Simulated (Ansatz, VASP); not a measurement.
# One calculation of Zr3Cd2, two programs

```
Zr Cd
1.0
     5.30000    0.00000    0.00000
     0.00000    6.52000    0.00000
     0.00000    0.00000    7.86000
Zr Cd
3 2
Cartesian
  0.0000 0.0000 3.9300
  2.6500 0.0000 0.0000
  0.0000 0.0000 0.0000
  2.6500 3.2600 3.9300
  2.6500 0.0000 3.9300
```

Alike in both runs: functional PBE; k mesh 6 × 5 × 4; occupations fermi-dirac, width 0.05 eV; no spin polarisation.

Ansatz relaxed the structure, and its values are those at the end. VASP's run is a single point on that final structure, the one shown.

```csv
,VASP,Ansatz
version,VASP 6.6.1,Ansatz 0.2.0
potentials or method,"VASP PAW PBE potentials, release 64 (Zr_sv, Cd)","plane-wave PAW, scalar-relativistic"
plane-wave cutoff (eV),520,420
valence electrons in the cell,60,76
```

Ansatz gave:

| Quantity | Value |
| --- | --- |
| pressure (GPa) | -2.8 |

Task: Estimate VASP's values.

Result: Pressure (GPa): -2.7.

With one functional, cell and mesh, what is left measures potentials, basis and numerics. VASP's potentials hold 60 valence electrons a cell and Ansatz's 76, so a difference there can come from the potentials and not from the codes. Ansatz's warnings: stress scf threshold loose.
